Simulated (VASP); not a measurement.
Ta, 1 atom in the cell. It takes space group I4/mmm (No. 139, tetragonal). The conventional cell has a = 3.303 Å, b = 3.303 Å, c = 3.253 Å, α = 90.00°, β = 90.00°, γ = 90.00°. Within 3.7 Å of Ta (site symmetry 4/mmm) lie 14 Ta at 2.85 to 3.30 Å.  This cell differs from its parent crystal: strain -0.0150 x Voigt [1, 0, 0, 0, 0, 0].

| Quantity | Value |
| --- | --- |
| Program | VASP 6.6.1 |
| Task | single point |
| Functional | PBEsol |
| Potentials or basis | VASP PAW PBE potentials, release 64 (Ta_pv) |
| Cutoff | 520 eV |
| k mesh | 20 × 20 × 20 |
| Occupations | gaussian, width 0.15 eV |
| Spin | no spin polarisation |
| Dipole correction | no |
| Further INCAR settings | ALGO = Normal; EDIFF = 1e-06; NBANDS = 12 |

Potentials or basis: VASP PAW PBE potentials, release 64 (Ta_pv).

Run with:

```console
$ cat potpaw_PBE.64/Ta_pv/POTCAR > POTCAR
$ mpirun -np 1 vasp_std > vasp.out
```

Hardware: 1 thread of Intel(R) Xeon(R) 6975P-C (Granite Rapids), on a shared host.

Question: Estimate the wall time of this run.

Answer: It took 32 s on 1 thread of Intel(R) Xeon(R) 6975P-C (Granite Rapids), on a shared host, peak memory 0.25 GiB. Counts: scf iterations 11, k points 641.
